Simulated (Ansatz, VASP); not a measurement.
TiSi2: VASP beside Ansatz

```
Ti Si
1.0
     0.00000    4.11752    4.26290
     2.38951    0.00000    4.26290
     2.38951    4.11752    0.00000
Ti Si
2 4
Cartesian
  3.5843 6.1763 6.3943
  2.3895 4.1175 4.2629
  1.1948 3.3975 2.1314
  1.1948 0.7200 2.1314
  2.3895 1.3387 4.2629
  2.3895 6.8963 4.2629
```

Alike in both runs: task single point; functional PBEsol; k mesh 4 × 4 × 4; occupations fermi-dirac, width 0.03 eV; no spin polarisation.

|  | VASP | Ansatz |
| --- | --- | --- |
| version | VASP 6.6.1 | Ansatz 0.2.0 |
| potentials or method | VASP PAW PBE potentials, release 64 (Ti_sv, Si), cutoff 520 eV | all-electron LAPW, scalar-relativistic |

|  | VASP | Ansatz | Ansatz less VASP |
| --- | --- | --- | --- |
| gap on the k mesh at the Fermi level (eV) | none | none | - |
| pressure (GPa) | -2.0 | -2.1 | -0.13 |
| traceless stress, the component that is largest in VASP (GPa) | -0.64 | -0.71 | -0.064 |
| rms of the force components (eV/Å) | 0.058 | 0.058 | -0.0002 |

VASP's potentials were made for PBE, not for PBEsol. Atom by atom the forces differ by 0.000 eV/Å (rms over components). A gap of «none» marks a metal or a gap that the smearing closes. Ansatz ran all-electron here, and VASP with PAW potentials.

The k mesh is coarse, so the values compare programs but aren't converged. Noted on Ansatz's run: the k mesh is thin for a metal, which can move the energy by tens of meV per atom.
